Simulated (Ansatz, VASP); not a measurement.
**One calculation of Pt, two programs**

```
Pt
1.0
     0.00000    1.98516    1.98516
     1.98516    0.00000    1.98516
     1.98516    1.98516    0.00000
Pt
1
Direct
  0.00000 0.00000 0.00000
```

Alike in both runs: functional PBE; k mesh 22 × 22 × 22; occupations fermi-dirac, width 0.05 eV; no spin polarisation.

Ansatz relaxed the structure, and its values are those at the end. VASP's run is a single point on that final structure, the one shown.

|  | VASP | Ansatz |
| --- | --- | --- |
| version | VASP 6.6.1 | Ansatz 0.2.0 |
| potentials or method | VASP PAW PBE potentials, release 64 (Pt) | PAW with Ansatz's default frozen-core files, scalar-relativistic |
| plane-wave cutoff (eV) | 520 | 420 |
| valence electrons in the cell | 10 | 18 |

```tsv
	VASP	Ansatz	Ansatz less VASP
pressure (GPa)	-0.5	0.0	+0.48
```

VASP's potentials hold 10 valence electrons a cell and Ansatz's 18, so a difference there can come from the potentials and not from the codes.

Spin-orbit coupling is off throughout.
